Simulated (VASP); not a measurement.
The system is CuAuS3.

```
CELL_PARAMETERS angstrom
4.47167 0.00000 0.00000
0.00000 4.47167 0.00000
0.00000 0.00000 4.47167
ATOMIC_POSITIONS crystal
Cu 0.50000 0.50000 0.50000
S 0.00000 0.50000 0.50000
S 0.50000 0.00000 0.50000
S 0.50000 0.50000 0.00000
Au 0.00000 0.00000 0.00000
```

* Program: VASP 6.6.1
* Task: relaxation of cell and atoms
* Functional: PBE
* Potentials or basis: VASP PAW PBE potentials, release 64 (Cu, S, Au)
* Cutoff: 600 eV
* k mesh: 4 × 4 × 4
* Occupations: gaussian, width 0.1 eV
* Spin: no spin polarisation

At the start: pressure 4.8 GPa; volume 17.88 Å³/atom.

Question: How do energy, volume and symmetry change on relaxing?

Answer: Over 3 steps the energy falls by 15.3 meV/atom and the volume is 18.95 Å³/atom (+6.0 %); space group Pm-3m (No. 221, to 0.1 Å) before and after.

Step by step:
```
step  energy change (eV)  largest force (eV/Å)  pressure (GPa)  volume (Å³)
   1              0.0000                0.0000            4.84        89.41
   2             -0.0691                0.0000           -1.28        96.58
   3             -0.0766                0.0000           -0.01        94.77
```

Final structure:
```
Cu S Au
1.0
     4.55926    0.00000    0.00000
     0.00000    4.55926    0.00000
     0.00000    0.00000    4.55926
Cu S Au
1 3 1
Direct
  0.50000 0.50000 0.50000
  0.00000 0.50000 0.50000
  0.50000 0.00000 0.50000
  0.50000 0.50000 0.00000
  0.00000 0.00000 0.00000
```
